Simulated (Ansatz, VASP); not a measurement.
# MgS in VASP and in Ansatz

```
Mg S
1.0
     3.26282    0.00000    0.00000
     0.00000    3.26282    0.00000
     0.00000    0.00000    3.26282
Mg S
1 1
Direct
  0.00000 0.00000 0.00000
  0.50000 0.50000 0.50000
```

Alike in both runs: task single point; functional PBEsol; k mesh 6 × 6 × 6; occupations methfessel-paxton of order 1, width 0.001 eV; no spin polarisation.

|  | VASP | Ansatz |
| --- | --- | --- |
| version | VASP 6.6.1 | Ansatz 0.2.0 |
| potentials or method | VASP PAW PBE potentials, release 64 (Mg, S) | plane waves |
| plane-wave cutoff (eV) | 600 | 420 |
| valence electrons in the cell | 8 | 16 |

```tsv
	VASP	Ansatz	Ansatz less VASP
pressure (GPa)	-1.8	-1.7	+0.16
```

VASP's potentials were made for PBE, not for PBEsol. VASP's potentials hold 8 valence electrons a cell and Ansatz's 16, so a difference there can come from the potentials and not from the codes.
